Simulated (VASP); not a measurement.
A run of VASP 6.6.1 is set up as follows.

The input INCAR:

```
ALGO = Normal
EDIFF = 1E-6
ENCUT = 520
GGA = PS
ISIF = 2
ISMEAR = 0
LASPH = T
LCHARG = F
LREAL = F
LWAVE = F
NBANDS = 11
NELM = 100
PREC = Accurate
SIGMA = 0.03
```

The input KPOINTS:

```
k-points
0
Gamma
  10 10 10
```

POSCAR

```
Sr
1.0
    1.6098098635      4.0245246587      4.0245246587
    4.0245246587      1.6098098635      4.0245246587
    4.0245246587      4.0245246587      1.6098098635
Sr
1
Direct
    0.0000000000      0.0000000000      0.0000000000
```

Potentials or basis: VASP PAW PBE potentials, release 64 (Sr_sv).

Launch:

```sh
$ cat potpaw_PBE.64/Sr_sv/POTCAR > POTCAR
$ mpirun -np 1 vasp_std > vasp.out
```

Question: Predict the pressure.

Answer: 5.1 GPa.

Question: Predict the band gap on the k mesh.

Answer: Zero (band 5 reaches 2.09 eV, above the bottom of band 6 at 0.38 eV).

Stress tensor (GPa, compression positive):
```
 5.11 -4.30 -4.30
-4.30  5.11 -4.30
-4.30 -4.30  5.11
```

Caveat: the PAW data sets were made with another functional, which shifts forces and pressure a little.
